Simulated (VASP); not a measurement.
FeO (Wuestite): single point with PBE

**The experiment to reproduce.**

From “W\"ustite: Electric, thermodynamic and optical properties of FeO”, 2012, arxiv:1203.1201, for a bulk crystal of FeO: band gap 2.4 eV (optical).

The system is FeO (Wuestite).

```
Fe O
1.0
     0.00000    2.15540    2.15540
     2.15540    0.00000    2.15540
     2.15540    2.15540    0.00000
Fe O
1 1
Cartesian
  0.0000 0.0000 0.0000
  2.1554 2.1554 2.1554
```

| Item | Value |
| --- | --- |
| Program | VASP 6.6.1 |
| Task | single point |
| Functional | PBE |
| Potentials or basis | VASP PAW PBE potentials, release 64 (Fe, O) |
| Cutoff | 520 eV |
| k mesh | 11 × 11 × 11 |
| Occupations | gaussian, width 0.019 eV |
| Spin | collinear spin, ferromagnetic start |
| Starting moments | [3.0, 0.0] μB |
| Dipole correction | no |
| Further INCAR settings | ALGO = Normal; EDIFF = 1e-06; NBANDS = 18 |

* Pressure: -0.2 GPa
* Band gap on the k mesh: zero (filled and empty bands overlap)
* Net moment: 4.00 μB per cell
* Site moments: Fe +3.62; O +0.30 μB
* Valence electrons inside the program's atomic spheres: Fe 6.73; O 4.99

Levels at points of the mesh, in eV from the Fermi level:
Spin up:
```tsv
k point	band 5	band 6	band 7	band 8	band 9	band 10	band 11	band 12	band 13	band 14
(0.00, 0.00, 0.00)	-3.80	-3.80	-3.80	-3.68	-3.68	0.09	15.47	17.03	17.03	17.03
```
Spin down:
| k point | band 2 | band 3 | band 4 | band 5 | band 6 | band 7 | band 8 | band 9 |
| --- | --- | --- | --- | --- | --- | --- | --- | --- |
| (0.00, 0.00, 0.00) | -3.24 | -3.24 | -3.24 | -0.74 | -0.74 | -0.74 | 0.19 | 0.19 |

Wall time 100 s on 1 thread of AMD EPYC 7R43 64-Core Processor (Zen 3), with other jobs on the host, peak memory 0.13 GiB.

Measured gap of FeO: 2.4 eV (optical; quoted in “W\"ustite: Electric, thermodynamic and optical properties of FeO”, 2012, arxiv:1203.1201). This calculation gives 0.00 eV (-2.40 eV). So large a miss can be the level of theory's own, or it may mean another phase, state or a wrong row. The value is that of PBE on a finite k mesh, which can miss the band edges, without temperature or zero-point motion. Semilocal functionals fall short of measured gaps as a rule. The run's magnetic order (collinear spin, ferromagnetic start) needn't be the measured crystal's.

Caveat: a cell with one magnetic atom can't hold antiferromagnetic order, which such compounds often take; semilocal functionals often make such compounds metallic where correlation or magnetic order opens a gap, which also shifts bond lengths.
